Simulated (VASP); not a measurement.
# Y (P6_3/mmc) in VASP: a series of runs

Runs on Y. Level: PBE. Tasks: single point.

All numbers are computed with VASP 6.6.1; they aren't measurements. Logs are shortened: lines on timing, memory, paths and dates and some standing lists are left out, and cuts for length are marked.

**1. The cell of the first run**

The structure is hexagonal, space group P6_3/mmc (No. 194). The conventional cell has a = 3.647 Å, b = 3.647 Å, c = 5.731 Å, α = 90.00°, β = 90.00°, γ = 120.00°. Within 4.7 Å of Y (site symmetry -6m2) lie 12 Y at 3.56 to 3.65 Å.

**2. Single point, PBE, collinear spin**

INCAR reads:

```
  PREC = Accurate
  ENCUT = 520
  EDIFF = 1E-7
  ISMEAR = -1
  SIGMA = 0.08
  LREAL = F
  LASPH = T
  NELM = 150
  ALGO = Normal
  ISIF = 2
  LWAVE = F
  LCHARG = F
  ISPIN = 2
  MAGMOM = 0.6 0.6
  LORBIT = 11
  LMAXMIX = 4
  GGA = PE
  NBANDS = 22
```

KPOINTS reads:

```
regular mesh
0
Gamma
  9 9 5
```

POSCAR reads:

```
Y
1.0
    3.6474000000      0.0000000000      0.0000000000
   -1.8237000000      3.1587410578      0.0000000000
    0.0000000000      0.0000000000      5.7306000000
Y
2
Direct
    0.3333333333      0.6666666667      0.2500000000
    0.6666666667      0.3333333333      0.7500000000
```

Potentials or basis: VASP PAW PBE potentials, release 64 (Y_sv).

Run with:

```bash
$ cat potpaw_PBE.64/Y_sv/POTCAR > POTCAR
$ mpirun -np 1 vasp_std > vasp.out
```

OUTCAR:

```text
PREC = Accurate
   ENCUT = 520
   EDIFF = 1E-7
   ISMEAR = -1
   LREAL = F
   LASPH = T
   NELM = 150
   ISIF = 2
   ISPIN = 2
   LORBIT = 11
   GGA = PE

 ion  position               nearest neighbor table
   1  0.333  0.667  0.250-   2 3.56   2 3.56   2 3.56   2 3.56   2 3.56   2 3.56
   2  0.667  0.333  0.750-   1 3.56   1 3.56   1 3.56   1 3.56   1 3.56   1 3.56

  LATTYP: Found a hexagonal cell.
 ALAT       =     3.6474000000
 C/A-ratio  =     1.5711465702

  Lattice vectors:

 A1 = (   3.6474000000,   0.0000000000,   0.0000000000)
 A2 = (  -1.8237000000,   3.1587410578,   0.0000000000)
 A3 = (   0.0000000000,   0.0000000000,   5.7306000000)

Analysis of symmetry for initial positions (statically):
=====================================================================
 Subroutine PRICEL returns:
 Original cell was already a primitive cell.

 Routine SETGRP: Setting up the symmetry group for a
 hexagonal supercell.

 Subroutine GETGRP returns: Found 24 space group operations
 (whereof 12 operations were pure point group operations)
 out of a pool of 24 trial point group operations.

The static configuration has the point symmetry D_3d.
 The point group associated with its full space group is D_6h.

Analysis of symmetry for dynamics (positions and initial velocities):
=====================================================================
 Subroutine PRICEL returns:
 Original cell was already a primitive cell.

 Routine SETGRP: Setting up the symmetry group for a
 hexagonal supercell.

 Subroutine GETGRP returns: Found 24 space group operations
 (whereof 12 operations were pure point group operations)
 out of a pool of 24 trial point group operations.

The dynamic configuration has the point symmetry D_3d.
 The point group associated with its full space group is D_6h.

Analysis of structural, dynamic, and magnetic symmetry:
=====================================================================
 Subroutine PRICEL returns:
 Original cell was already a primitive cell.

 Routine SETGRP: Setting up the symmetry group for a
 hexagonal supercell.

 Subroutine GETGRP returns: Found 24 space group operations
 (whereof 12 operations were pure point group operations)
 out of a pool of 24 trial point group operations.

[... 114 lines left out ...]
   EMIN   =  10.00;   EMAX   =-10.00  energy-range for DOS
   EFERMI =   0.00;   METHOD = LEGACY
   ISMEAR =    -1;   SIGMA  =   0.08  broadening in eV -4-tet -1-fermi 0-gaus
   EFERMI_NEDOS =   21; number of points for ismear=-14 and -15
   IALGO  =     38    algorithm
   IMIX   =      4    mixing-type and parameters
     AMIX     =   0.40;   BMIX     =  1.00
     AMIX_MAG =   1.60;   BMIX_MAG =  1.00
  volume/ion in A,a.u.               =      33.01       222.77
  Fermi-wavevector in a.u.,A,eV,Ry     =   1.134967  2.144777 17.526345  1.288150
  Thomas-Fermi vector in A             =   2.271671
   LORBIT       =     11    0 simple, 1 ext, 2 COOP (PROOUT), +10 PAW based schemes
   GGA     = PE    functional components
   LHFCALC =     F    Hartree Fock is set to
   AEXX    =    0.0000 exact exchange contribution
   IVDW    =     0    specifies the selected vdW correction
   LEPSILON=     F    determine dielectric tensor
   LRPA    =     F    only Hartree local field effects (RPA)
 spin polarized calculation
  energy-cutoff  :      520.00
  volume of cell :       66.02
 maximum number of plane-waves:      1800
 NGX is ok and might be reduce to    28
   NGX = 13   NGY = 13   NGZ = 21

 number of electron      22.0000001 magnetization       0.0001785

 number of electron      22.0000001 magnetization      -0.0000847

 Free energy of the ion-electron system (eV)
  ---------------------------------------------------
  ext. energy  EPLUGINS =         0.00000000
  ---------------------------------------------------
  free energy    TOTEN  =       -12.90619032 eV

  energy without entropy =      -12.82332669  energy(sigma->0) =      -12.86475851

 E-fermi :   2.9748     XC(G=0):  -9.4073

 val. band max:        2.9501518848   @ k =   0.4444   0.1111   0.4000
 cond. band min:       2.9960553717   @ k =   0.2222   0.1111   0.4000
 fundamental gap:      0.0459034869
 Fermi energy:         2.9747838203

 spin component 1

 k-point     1 :       0.0000    0.0000    0.0000
  band No.  band energies     occupation
      1     -39.7233      1.00000
      2     -39.6521      1.00000
      3     -19.9927      1.00000
      4     -19.5235      1.00000
      5     -19.5235      1.00000
      6     -19.4364      1.00000
[... 589 lines left out ...]
     21      10.1655      0.00000
     22      12.0913      0.00000

 [... further k-points ...]

 spin component 2

 k-point     1 :       0.0000    0.0000    0.0000
  band No.  band energies     occupation
      1     -39.7233      1.00000
      2     -39.6521      1.00000
      3     -19.9927      1.00000
      4     -19.5235      1.00000
      5     -19.5235      1.00000
      6     -19.4364      1.00000
[... 589 lines left out ...]
     21      10.1655      0.00000
     22      12.0912      0.00000

 [... further k-points ...]
[... 5 lines left out ...]
  --------------------------------------------------------------------------------------
  -------------------------------------------------------------------------------------
  Total       -0.0396375     -0.0396375     -0.2030185      0.0000000     -0.0000000      0.0000000
  in kB       -0.9618755     -0.9618755     -4.9266154      0.0000000     -0.0000000      0.0000000
  external PRESSURE =      -2.2834555 kB  Pullay stress =       0.0000000 kB

 VOLUME and BASIS-vectors are now :
 -----------------------------------------------------------------------------
  energy-cutoff  :      520.00
  volume of cell :       66.02
      direct lattice vectors                 reciprocal lattice vectors
     3.647400000  0.000000000  0.000000000     0.274167900  0.158290911  0.000000000
    -1.823700000  3.158741058  0.000000000     0.000000000  0.316581822  0.000000000
     0.000000000  0.000000000  5.730600000     0.000000000  0.000000000  0.174501797

 POSITION                                       TOTAL-FORCE (eV/Angst)
 -----------------------------------------------------------------------------------
     -0.00000      2.10583      1.43265        -0.000000      0.000000      0.000000
      1.82370      1.05291      4.29795         0.000000      0.000000      0.000000
 -----------------------------------------------------------------------------------
    total drift:                               -0.000000      0.000000     -0.000000

  FREE ENERGIE OF THE ION-ELECTRON SYSTEM (eV)
  ---------------------------------------------------
  free  energy   TOTEN  =       -12.9061903217 eV

  energy  without entropy=      -12.8233266922  energy(sigma->0) =      -12.86475851

 total charge

# of ion       s       p       d       f       tot
--------------------------------------------------
    1        2.278   6.223   0.912   0.006   9.420
    2        2.278   6.223   0.912   0.006   9.420
--------------------------------------------------
tot          4.557  12.446   1.825   0.013  18.840

 magnetization (x)

# of ion       s       p       d       f       tot
--------------------------------------------------
    1        0.000  -0.000  -0.000  -0.000  -0.000
    2        0.000  -0.000  -0.000  -0.000  -0.000
--------------------------------------------------
tot          0.000  -0.000  -0.000  -0.000  -0.000
```

stdout:

```text
POSCAR found type information on POSCAR Y
 POSCAR found :  1 types and       2 ions
 scaLAPACK will be used
 LDA part: xc-table for (Slater+PW92), standard interpolation
 POSCAR, INCAR and KPOINTS ok, starting setup
 FFT: planning ... GRIDC
 FFT: planning ... GRID_SOFT
 FFT: planning ... GRID
 WAVECAR not read
 entering main loop
```

Run time: 6 min. Hardware: 1 thread of Intel Xeon 8259CL, shared host; peak memory 0.27 GiB.

Results:

- Free energy: -12.9062 eV
- Pressure: -0.2 GPa
- Band gap on the k mesh: zero (filled and empty bands overlap)
- Net moment: 0.00 μB per cell
- Valence electrons inside the program's atomic spheres: Y 9.42

**3. Single point, PBE, collinear spin**

INCAR reads:

```
PREC = Accurate ; ENCUT = 520
EDIFF = 1E-6 ; ISMEAR = -1
SIGMA = 0.08 ; LREAL = False
LASPH = True ; NELM = 150
ALGO = Normal ; ISIF = 2
LWAVE = False ; LCHARG = False
ISPIN = 2 ; MAGMOM = 0.2 0.2
LORBIT = 11 ; NUPDOWN = 0.4
LMAXMIX = 4 ; GGA = PE
NBANDS = 22
```

KPOINTS reads:

```
Automatic mesh
0
Gamma
  9 9 5
```

POSCAR is that of step 2.

Potentials or basis: VASP PAW PBE potentials, release 64 (Y_sv).

Run with:

```bash
$ cat potpaw_PBE.64/Y_sv/POTCAR > POTCAR
$ mpirun -np 1 vasp_std > vasp.out
```

OUTCAR:

```text
PREC = Accurate
   ENCUT = 520
   EDIFF = 1E-6
   ISMEAR = -1
   LREAL = False
   LASPH = True
   NELM = 150
   ISIF = 2
   ISPIN = 2
   LORBIT = 11
   NUPDOWN = 0.4
   GGA = PE

 ion  position               nearest neighbor table
   1  0.333  0.667  0.250-   2 3.56   2 3.56   2 3.56   2 3.56   2 3.56   2 3.56
   2  0.667  0.333  0.750-   1 3.56   1 3.56   1 3.56   1 3.56   1 3.56   1 3.56

  LATTYP: Found a hexagonal cell.
 ALAT       =     3.6474000000
 C/A-ratio  =     1.5711465702

[... 1421 lines left out ...]

 VOLUME and BASIS-vectors are now :
 -----------------------------------------------------------------------------
  energy-cutoff  :      520.00
  volume of cell :       66.02
      direct lattice vectors                 reciprocal lattice vectors
     3.647400000  0.000000000  0.000000000     0.274167900  0.158290911  0.000000000
    -1.823700000  3.158741058  0.000000000     0.000000000  0.316581822  0.000000000
     0.000000000  0.000000000  5.730600000     0.000000000  0.000000000  0.174501797

 POSITION                                       TOTAL-FORCE (eV/Angst)
 -----------------------------------------------------------------------------------
     -0.00000      2.10583      1.43265         0.000000      0.000000      0.000000
      1.82370      1.05291      4.29795        -0.000000      0.000000      0.000000
 -----------------------------------------------------------------------------------
    total drift:                               -0.000000      0.000000     -0.000000

  FREE ENERGIE OF THE ION-ELECTRON SYSTEM (eV)
  ---------------------------------------------------
  free  energy   TOTEN  =       -12.9042686426 eV

  energy  without entropy=      -12.8252400796  energy(sigma->0) =      -12.86475436

 total charge

# of ion       s       p       d       f       tot
--------------------------------------------------
    1        2.278   6.224   0.912   0.006   9.420
    2        2.278   6.224   0.912   0.006   9.420
--------------------------------------------------
tot          4.556  12.447   1.823   0.013  18.840

 magnetization (x)

# of ion       s       p       d       f       tot
--------------------------------------------------
    1        0.001   0.037   0.082   0.001   0.121
    2        0.001   0.037   0.082   0.001   0.121
--------------------------------------------------
tot          0.002   0.074   0.164   0.002   0.243
```

OSZICAR:

```text
N       E                     dE             d eps       ncg     rms          rms(c)
DAV:   1     0.949387580965E+02    0.94939E+02   -0.10437E+04  3176   0.923E+02
DAV:   2    -0.477416315915E+01   -0.99713E+02   -0.97103E+02  3918   0.234E+02
DAV:   3    -0.130536377573E+02   -0.82795E+01   -0.81653E+01  5606   0.393E+01
DAV:   4    -0.132846754496E+02   -0.23104E+00   -0.23080E+00  3930   0.653E+00
DAV:   5    -0.132883347591E+02   -0.36593E-02   -0.36591E-02  4164   0.698E-01    0.331E+01
DAV:   6    -0.129713619835E+02    0.31697E+00   -0.41617E-01  3858   0.329E+00    0.204E+01
DAV:   7    -0.128989692014E+02    0.72393E-01   -0.58789E-01  4110   0.386E+00    0.604E+00
DAV:   8    -0.129110625140E+02   -0.12093E-01   -0.65008E-02  4160   0.106E+00    0.123E+00
DAV:   9    -0.129037006474E+02    0.73619E-02   -0.34138E-02  3622   0.997E-01    0.265E-01
DAV:  10    -0.129042589091E+02   -0.55826E-03   -0.37933E-03  4046   0.344E-01    0.126E-01
DAV:  11    -0.129042667721E+02   -0.78630E-05   -0.28404E-04  4008   0.976E-02    0.473E-02
DAV:  12    -0.129042654031E+02    0.13690E-05   -0.25106E-05  4112   0.325E-02    0.243E-02
DAV:  13    -0.129042686411E+02   -0.32380E-05   -0.87014E-06  3764   0.187E-02    0.717E-03
DAV:  14    -0.129042686426E+02   -0.14916E-08   -0.93565E-07  2926   0.454E-03
   1 F= -.12904269E+02 E0= -.12864754E+02  d E =-.790286E-01  mag=     0.4000
```

Wall time 3.6 min (1 thread of Intel Xeon 8259CL, shared host); peak memory 0.27 GiB.

Results:

```yaml
Free_energy: -12.9043 eV
Pressure: -0.2 GPa
Net_moment: 0.40 μB per cell
Site_moments: Y +0.12 μB
Valence_electrons_inside_the_program's_atomic_spheres: Y 9.42
```

Caveat: the total moment is fixed, so each spin has its own Fermi level and the state may be an excited one.

**4. Single point, PBE, collinear spin**

INCAR reads:

```
SYSTEM = Y
PREC     = Accurate       ! precision mode
ENCUT    = 520            ! plane-wave cutoff, eV
EDIFF    = 1E-6           ! SCF threshold, eV
ISMEAR   = -1             ! smearing method
SIGMA    = 0.08           ! smearing width, eV
LREAL    = .FALSE.        ! projectors in reciprocal space
LASPH    = .TRUE.         ! aspherical terms in the spheres
NELM     = 150            ! most SCF steps
ALGO     = Normal         ! electronic algorithm
ISIF     = 2              ! what is computed and relaxed
LWAVE    = .FALSE.        ! write WAVECAR
LCHARG   = .FALSE.        ! write CHGCAR
ISPIN    = 2              ! spin polarisation
MAGMOM   = 0.9 0.9        ! initial moments
LORBIT   = 11             ! projections on sites
NUPDOWN  = 1.8            ! fixed moment
LMAXMIX  = 4              ! l up to which the mixer works
GGA      = PE             ! functional
NBANDS   = 22             ! bands
```

KPOINTS reads:

```
regular mesh
0
G
  9 9 5
  0 0 0
```

POSCAR is that of step 3.

Run with:

```bash
$ cat potpaw_PBE.64/Y_sv/POTCAR > POTCAR
$ mpirun -np 1 vasp_std > vasp.out
```

Run time: 3.8 min. Hardware: 1 thread of Intel Xeon 8259CL, shared host; peak memory 0.27 GiB.

The run converged. Its results:

- Free energy: -12.7684 eV
- Pressure: 0.4 GPa
- Net moment: 1.80 μB per cell
- Site moments: Y +0.54 μB
- Valence electrons inside the program's atomic spheres: Y 9.43

Stress tensor (GPa, compression positive):
```
-0.12  0.00  0.00
 0.00 -0.12  0.00
 0.00  0.00  1.53
```

Caveat: the total moment is fixed, so each spin has its own Fermi level and the state may be an excited one.

**5. Summary**

```tsv
fixed moment (μB)	pressure (GPa)	moment (μB)
-	-0.2	0.00
0.4	-0.2	0.40
1.8	0.4	1.80
```

Alike in all rows: task single point; level PBE; potentials or basis VASP PAW PBE potentials, release 64 (Y_sv); spin collinear; cell as given; k mesh 9 × 9 × 5; cutoff (eV) 520; smearing fermi-dirac 0.08 eV.

Caveats: the total moment is fixed, so each spin has its own Fermi level and the state may be an excited one (at least some runs).

Absolute energies hang on the potentials; compare differences alone.

The gap in the log of VASP goes by the Fermi energy; the results here count the filled bands.